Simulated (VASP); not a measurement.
# Cr in VASP: further runs, part 2 of 2

VASP 6.6.1. The steps go on from the part before.

### Step 3. Single point, PBEsol

This run uses another cell than the first one, of 11.06 Å³/atom, 0.993 times its volume.

The input, INCAR:

```
SYSTEM = Cr
ALGO = Fast
EDIFF = 1E-6
ENCUT = 520
GGA = PS
ISIF = 2
ISMEAR = 1
LASPH = .True.
LCHARG = .True.
LELF = .True.
LREAL = .False.
LVHAR = .True.
LWAVE = .False.
NBANDS = 19
NELM = 100
PREC = Accurate
SIGMA = 0.1
```

The input, KPOINTS:

```
k-points
0
Gamma
  18 18 18
  0 0 0
```

The input, POSCAR:

```
Cr
1.0
    2.8002225657      0.0000000000      0.0000000000
    0.0000000000      2.8002225657      0.0000000000
    0.0000000000      0.0000000000      2.8220299011
Cr
2
Direct
    0.0000000000      0.0000000000      0.0000000000
    0.5000000000      0.5000000000      0.5000000000
```

Potentials or basis: VASP PAW PBE potentials, release 64 (Cr_pv).

Started as:

```console
cat potpaw_PBE.64/Cr_pv/POTCAR > POTCAR
mpirun -np 1 vasp_std > vasp.out
```

OUTCAR:

```text
SYSTEM = Cr
   EDIFF = 1E-6
   ENCUT = 520
   GGA = PS
   ISIF = 2
   ISMEAR = 1
   LASPH = .True.
   LREAL = .False.
   NELM = 100
   PREC = Accurate

 ion  position               nearest neighbor table
   1  0.000  0.000  0.000-   2 2.43   2 2.43   2 2.43   2 2.43   2 2.43   2 2.43   2 2.43   2 2.43

   2  0.500  0.500  0.500-   1 2.43   1 2.43   1 2.43   1 2.43   1 2.43   1 2.43   1 2.43   1 2.43

  LATTYP: Found a simple tetragonal cell.
 ALAT       =     2.8002225657
 C/A-ratio  =     1.0077877150

  Lattice vectors:

 A1 = (   2.8002225657,   0.0000000000,   0.0000000000)
 A2 = (   0.0000000000,   2.8002225657,   0.0000000000)
 A3 = (   0.0000000000,   0.0000000000,   2.8220299011)

Analysis of symmetry for initial positions (statically):
=====================================================================
 Subroutine PRICEL returns following result:

  LATTYP: Found a body centered tetragonal cell.
 ALAT       =     2.8002225657
 C/A-ratio  =     1.0077877150

  Lattice vectors:

 A1 = (  -1.4001112828,  -1.4001112828,  -1.4110149506)
 A2 = (   1.4001112828,   1.4001112828,  -1.4110149505)
 A3 = (   1.4001112828,  -1.4001112829,   1.4110149506)

   2 primitive cells build up your supercell.

 Routine SETGRP: Setting up the symmetry group for a
 simple tetragonal supercell.

 Subroutine GETGRP returns: Found 16 space group operations
 (whereof 16 operations were pure point group operations)
 out of a pool of 16 trial point group operations.

The static configuration has the point symmetry D_4h.

Analysis of symmetry for dynamics (positions and initial velocities):
=====================================================================
 Subroutine PRICEL returns following result:

  LATTYP: Found a body centered tetragonal cell.
 ALAT       =     2.8002225657
 C/A-ratio  =     1.0077877150

  Lattice vectors:

 A1 = (  -1.4001112828,  -1.4001112828,  -1.4110149506)
 A2 = (   1.4001112828,   1.4001112828,  -1.4110149505)
 A3 = (   1.4001112828,  -1.4001112829,   1.4110149506)

   2 primitive cells build up your supercell.

 Routine SETGRP: Setting up the symmetry group for a
 simple tetragonal supercell.

 Subroutine GETGRP returns: Found 16 space group operations
 (whereof 16 operations were pure point group operations)
 out of a pool of 16 trial point group operations.

The dynamic configuration has the point symmetry D_4h.

 Subroutine INISYM returns: Found 16 space group operations
 (whereof 16 operations are pure point group operations),
 and found     2 'primitive' translations

----------------------------------------------------------------------------------------

                                     Primitive cell

  volume of cell :      11.0641

  direct lattice vectors                    reciprocal lattice vectors
    -1.400111283 -1.400111283 -1.411014951     0.000000000 -0.357114471 -0.354354856
     1.400111283  1.400111283 -1.411014951     0.357114471  0.000000000 -0.354354856
     1.400111283 -1.400111283  1.411014951     0.357114471 -0.357114471  0.000000000

  length of vectors
[... 26 lines left out ...]

  Shift w.r.t. Gamma in fractional coordinates (k-lattice)
     0.000000000  0.000000000  0.000000000

 Subroutine IBZKPT returns following result:
 ===========================================

 Found    550 irreducible k-points:

 Following reciprocal coordinates:
            Coordinates               Weight
  0.000000  0.000000  0.000000      1.000000
  0.055556  0.000000  0.000000      4.000000
  0.111111  0.000000  0.000000      4.000000
  0.166667  0.000000  0.000000      4.000000
  0.222222  0.000000  0.000000      4.000000
  0.277778  0.000000  0.000000      4.000000
[... 16 lines left out ...]
  0.277778  0.111111  0.000000      8.000000
  0.333333  0.111111  0.000000      8.000000
 [... further k-points ...]
   k-points           NKPTS =    550   k-points in BZ     NKDIM =    550   number of bands    NBANDS=     19
   number of dos      NEDOS =    301   number of ions     NIONS =      2
   total plane-waves  NPLWV =  13824
   dimension x,y,z NGX =    24 NGY =   24 NGZ =   24
   dimension x,y,z NGXF=    48 NGYF=   48 NGZF=   48
   ions per type =               2
   NGX,Y,Z   is equivalent  to a cutoff of  14.25, 14.25, 14.14 a.u.
   NGXF,Y,Z  is equivalent  to a cutoff of  28.50, 28.50, 28.28 a.u.
 SYSTEM =  Cr
   PREC   = accura    normal or accurate (medium, high low for compatibility)
   ISTART =      0    job   : 0-new  1-cont  2-samecut
   ICHARG =      2    charge: 1-file 2-atom 10-const
   ISPIN  =      1    spin polarized calculation?
   LNONCOLLINEAR =      F non collinear calculations
   LSORBIT =      F    spin-orbit coupling
   LASPH  =      T    aspherical Exc in radial PAW
   ENCUT  =  520.0 eV  38.22 Ry    6.18 a.u.   5.21  5.21  5.25*2*pi/ulx,y,z
   NELM   =    100;   NELMIN=  2; NELMDL= -5     # of ELM steps
   EDIFF  = 0.1E-05   stopping-criterion for ELM
   LREAL  =      F    real-space projection
   EDIFFG = 0.1E-04   stopping-criterion for IOM
   NSW    =      0    number of steps for IOM
   IBRION =     -1    ionic relax: 0-MD 1-quasi-New 2-CG
   NFREE  =      0    steps in history (QN), initial steepest desc. (CG)
   ISIF   =      2    stress and relaxation
   ISYM   =      2    0-nonsym 1-usesym 2-fastsym
   POTIM  = 0.5000    time-step for ionic-motion
   TEBEG  =    0.0;   TEEND  =   0.0 temperature during run
   PSTRESS=    0.0 pullay stress
   NELECT =      24.0000    total number of electrons
   NUPDOWN=      -1.0000    fix difference up-down
   EMIN   =  10.00;   EMAX   =-10.00  energy-range for DOS
   EFERMI =   0.00;   METHOD = LEGACY
   ISMEAR =     1;   SIGMA  =   0.10  broadening in eV -4-tet -1-fermi 0-gaus
   EFERMI_NEDOS =   21; number of points for ismear=-14 and -15
   IALGO  =     68    algorithm
   IMIX   =      4    mixing-type and parameters
     AMIX     =   0.40;   BMIX     =  1.00
     AMIX_MAG =   1.60;   BMIX_MAG =  1.00
  volume/ion in A,a.u.               =      11.06        74.66
  Fermi-wavevector in a.u.,A,eV,Ry     =   1.682014  3.178546 38.493222  2.829172
  Thomas-Fermi vector in A             =   2.765469
   LORBIT       =      0    0 simple, 1 ext, 2 COOP (PROOUT), +10 PAW based schemes
   GGA     = PS    functional components
   LHFCALC =     F    Hartree Fock is set to
   AEXX    =    0.0000 exact exchange contribution
   IVDW    =     0    specifies the selected vdW correction
   LEPSILON=     F    determine dielectric tensor
   LRPA    =     F    only Hartree local field effects (RPA)
 non-spin polarized calculation
 RMM-DIIS sequential band-by-band and
 Methfessel and Paxton  Order N= 1 SIGMA  =   0.10
  energy-cutoff  :      520.00
  volume of cell :       22.13
 maximum number of plane-waves:       624
 NGX is ok and might be reduce to    24
   NGX = 11   NGY = 11   NGZ = 11

 number of electron      24.0000018 magnetization

 Free energy of the ion-electron system (eV)
  ---------------------------------------------------
  ext. energy  EPLUGINS =         0.00000000
  ---------------------------------------------------
  free energy    TOTEN  =       -20.48281762 eV

  energy without entropy =      -20.48289421  energy(sigma->0) =      -20.48284315

 E-fermi :  11.4708     XC(G=0): -14.0884

 val. band max:       11.4697861969   @ k =   0.0556   0.0000   0.3889
 cond. band min:      11.4744254926   @ k =   0.4444   0.0556   0.3889
 fundamental gap:      0.0046392957
 Fermi energy:        11.4707624377

 k-point     1 :       0.0000    0.0000    0.0000
  band No.  band energies     occupation
      1     -31.8062      2.00000
      2     -31.7861      2.00000
      3     -31.7861      2.00000
      4     -31.0717      2.00000
      5     -31.0676      2.00000
      6     -31.0676      2.00000
[... 505 lines left out ...]
      6     -31.1690      2.00000
[... 11 lines left out ...]
     18      16.8097      0.00000
     19      18.5643      0.00000

 [... further k-points ...]

------------------------ aborting loop because EDIFF is reached ----------------------------------------

  FORCE on cell =-STRESS in cart. coord.  units (eV):
  Direction    XX          YY          ZZ          XY          YZ          ZX
  --------------------------------------------------------------------------------------
  -------------------------------------------------------------------------------------
  Total        0.3512586      0.3512586     -0.0786597      0.0000000     -0.0000000      0.0000000
  in kB       25.4326027     25.4326027     -5.6952952      0.0000000     -0.0000000      0.0000000
  external PRESSURE =      15.0566367 kB  Pullay stress =       0.0000000 kB

 VOLUME and BASIS-vectors are now :
 -----------------------------------------------------------------------------
  energy-cutoff  :      520.00
  volume of cell :       22.13
      direct lattice vectors                 reciprocal lattice vectors
     2.800222566  0.000000000  0.000000000     0.357114471  0.000000000  0.000000000
     0.000000000  2.800222566  0.000000000     0.000000000  0.357114471  0.000000000
     0.000000000  0.000000000  2.822029901     0.000000000  0.000000000  0.354354856

 POSITION                                       TOTAL-FORCE (eV/Angst)
 -----------------------------------------------------------------------------------
      0.00000      0.00000      0.00000        -0.000000     -0.000000     -0.000000
      1.40011      1.40011      1.41101         0.000000      0.000000      0.000000
 -----------------------------------------------------------------------------------
    total drift:                                0.000000      0.000000     -0.000000

  FREE ENERGIE OF THE ION-ELECTRON SYSTEM (eV)
  ---------------------------------------------------
  free  energy   TOTEN  =       -20.4828176246 eV

  energy  without entropy=      -20.4828942146  energy(sigma->0) =      -20.48284315
```

OSZICAR:

```text
N       E                     dE             d eps       ncg     rms          rms(c)
DAV:   1     0.237415574543E+03    0.23742E+03   -0.13790E+04 20908   0.157E+03
DAV:   2    -0.159233023660E+02   -0.25334E+03   -0.24755E+03 21172   0.440E+02
DAV:   3    -0.240073582145E+02   -0.80841E+01   -0.79831E+01 22149   0.938E+01
DAV:   4    -0.241292189146E+02   -0.12186E+00   -0.12157E+00 27962   0.105E+01
DAV:   5    -0.241313469002E+02   -0.21280E-02   -0.21247E-02 22923   0.129E+00    0.206E+01
RMM:   6    -0.204962754068E+02    0.36351E+01   -0.14718E+01 21419   0.390E+01    0.289E+00
RMM:   7    -0.205035952821E+02   -0.73199E-02   -0.70963E-01 22036   0.619E+00    0.147E+00
RMM:   8    -0.204835779005E+02    0.20017E-01   -0.30747E-02 22927   0.180E+00    0.429E-01
RMM:   9    -0.204826074508E+02    0.97045E-03   -0.69953E-03 24961   0.841E-01    0.743E-02
RMM:  10    -0.204827625981E+02   -0.15515E-03   -0.19191E-03 27746   0.419E-01    0.622E-02
RMM:  11    -0.204829013025E+02   -0.13870E-03   -0.76950E-04 24260   0.317E-01    0.106E-01
RMM:  12    -0.204829047752E+02   -0.34727E-05   -0.30537E-04 31635   0.133E-01    0.111E-01
RMM:  13    -0.204828311782E+02    0.73597E-04   -0.10911E-04 23729   0.105E-01    0.321E-02
RMM:  14    -0.204828211712E+02    0.10007E-04   -0.35738E-05 26154   0.486E-02    0.163E-02
RMM:  15    -0.204828189637E+02    0.22075E-05   -0.16942E-05 25578   0.259E-02    0.982E-03
RMM:  16    -0.204828174505E+02    0.15132E-05   -0.54668E-06 19969   0.222E-02    0.205E-03
RMM:  17    -0.204828176246E+02   -0.17413E-06   -0.33741E-06 18898   0.960E-03
   1 F= -.20482818E+02 E0= -.20482843E+02  d E =0.765900E-04
```

Wall time 1.9 min (1 thread of Intel Xeon Platinum 8488C (Sapphire Rapids), shared host); peak memory 0.29 GiB.

What came out:

```yaml
Free_energy: -20.4828 eV
Pressure: 1.5 GPa
Band_gap_on_the_k_mesh: zero (band 12 reaches 12.70 eV, above the bottom of band 13 at 11.03 eV)
```

Caveat: the PAW data sets were made with another functional, which shifts forces and pressure a little; the run has no spin polarisation, though such a crystal can be magnetic. Spin polarisation is off, so any magnetic state and its effect on volume and gap are missing.

### Step 4. Single point, PBEsol

This run uses another cell than the first one, of 11.06 Å³/atom, 0.993 times its volume.

The input, INCAR:

```
SYSTEM = Cr
  PREC = Accurate
  ENCUT = 520
  EDIFF = 1E-7
  ISMEAR = 1
  SIGMA = 0.1
  LREAL = .FALSE.
  LASPH = .TRUE.
  NELM = 80
  ALGO = Fast
  ISIF = 2
  LWAVE = .FALSE.
  LCHARG = .FALSE.
  GGA = PS
  NBANDS = 19
```

The input, KPOINTS:

```
Automatic mesh
0
G
  18 18 18
  0 0 0
```

POSCAR: that of step 3 with these lines changed.

```diff
@@ -4,3 +4,3 @@
     0.0000000000      2.8002225657      0.0000000000
-    0.0000000000      0.0000000000      2.8220299011
+    0.0000000000      0.0000000000      2.8213297709
 Cr
```

Started as:

```console
cat potpaw_PBE.64/Cr_pv/POTCAR > POTCAR
mpirun -np 1 vasp_std > vasp.out
```

Run time: 2.2 min. Hardware: 1 thread of Intel Xeon Platinum 8488C (Sapphire Rapids), shared host; peak memory 0.29 GiB.

Results (log left out):

* Free energy: -20.4828 eV
* Pressure: 1.6 GPa
* Band gap on the k mesh: zero (band 12 reaches 12.70 eV, above the bottom of band 13 at 11.03 eV)

Stress tensor (GPa, compression positive):
```
 2.59  0.00  0.00
 0.00  2.59  0.00
 0.00  0.00 -0.42
```

Levels at points of the mesh, in eV from the Fermi level:
| k point | band 10 | band 11 | band 12 | band 13 | band 14 | band 15 |
| --- | --- | --- | --- | --- | --- | --- |
| (0.00, 0.00, 0.00) | -1.01 | -1.01 | -0.94 | 1.12 | 1.19 | 2.59 |
| (0.50, 0.00, 0.00) | -1.99 | -0.49 | -0.49 | -0.44 | -0.44 | 0.70 |
| (0.50, 0.50, 0.00) | -2.69 | 1.23 | 1.23 | 1.25 | 1.25 | 1.55 |
| (0.00, 0.00, 0.50) | -2.01 | -0.42 | -0.42 | -0.42 | -0.42 | 0.72 |
| (0.50, 0.00, 0.50) | -2.61 | 1.15 | 1.15 | 1.18 | 1.18 | 1.52 |
| (0.50, 0.50, 0.50) | -2.45 | -2.45 | -2.45 | 1.57 | 1.57 | 1.61 |

Caveat: the PAW data sets were made with another functional, which shifts forces and pressure a little; the run has no spin polarisation, though such a crystal can be magnetic. Spin polarisation is off, so any magnetic state and its effect on volume and gap are missing.

### Step 5. Single point, PBEsol

This run uses another cell than the first one, of 11.23 Å³/atom, 1.007 times its volume.

The input, INCAR:

```
PREC = Accurate ; ENCUT = 520
EDIFF = 1E-7 ; ISMEAR = 1
SIGMA = 0.1 ; LREAL = F
LASPH = T ; NELM = 80
ALGO = Fast ; ISIF = 2
LWAVE = F ; LCHARG = F
GGA = PS ; NBANDS = 19
```

The input, KPOINTS:

```
regular mesh
0
Gamma
  18 18 18
```

The input, POSCAR:

```
Cr
1.0
    2.8283655060      0.0000000000      0.0000000000
    0.0000000000      2.8283655060      0.0000000000
    0.0000000000      0.0000000000      2.8064580695
Cr
2
Direct
    0.0000000000      0.0000000000      0.0000000000
    0.5000000000      0.5000000000      0.5000000000
```

Started as:

```console
cat potpaw_PBE.64/Cr_pv/POTCAR > POTCAR
mpirun -np 1 vasp_std > vasp.out
```

Wall time 2.1 min (1 thread of Intel Xeon Platinum 8488C (Sapphire Rapids), shared host); peak memory 0.29 GiB.

The run converged. Its results:

```
Free energy            : -20.4818 eV
Pressure               : -2.6 GPa
Band gap on the k mesh : zero (band 12 reaches 12.43 eV, above the bottom of band 13 at 10.79 eV)
```

Stress tensor (GPa, compression positive):
```
-3.57  0.00  0.00
 0.00 -3.57  0.00
 0.00  0.00 -0.58
```

Levels at points of the mesh, in eV from the Fermi level:
```csv
k point,band 10,band 11,band 12,band 13,band 14,band 15
"(0.00, 0.00, 0.00)",-1.01,-0.94,-0.94,1.10,1.17,2.55
"(0.50, 0.00, 0.00)",-1.96,-0.45,-0.45,-0.40,-0.40,0.70
"(0.50, 0.50, 0.00)",-2.53,1.11,1.11,1.11,1.11,1.47
"(0.00, 0.00, 0.50)",-1.93,-0.46,-0.46,-0.46,-0.46,0.68
"(0.50, 0.00, 0.50)",-2.61,1.18,1.18,1.19,1.19,1.51
"(0.50, 0.50, 0.50)",-2.43,-2.40,-2.40,1.54,1.54,1.58
```

Caveat: the PAW data sets were made with another functional, which shifts forces and pressure a little; the run has no spin polarisation, though such a crystal can be magnetic.

### Step 6. The runs side by side

```tsv
cell	gap on the mesh (eV)	pressure (GPa)
a = 2.814 Å, 2 atoms	none	-0.6
a = 2.800, b = 2.800, c = 2.822 Å, 2 atoms	none	1.5
a = 2.800, b = 2.800, c = 2.821 Å, 2 atoms	none	1.6
a = 2.828, b = 2.828, c = 2.806 Å, 2 atoms	none	-2.6
```

Alike in all rows: task single point; level PBEsol; potentials or basis VASP PAW PBE potentials, release 64 (Cr_pv); no spin polarisation; k mesh 18 × 18 × 18; cutoff (eV) 520; smearing methfessel-paxton 0.1 eV.

Caveats: the PAW data sets were made with another functional, which shifts forces and pressure a little; the run has no spin polarisation, though such a crystal can be magnetic.

Absolute energies hang on the potentials; compare differences alone.
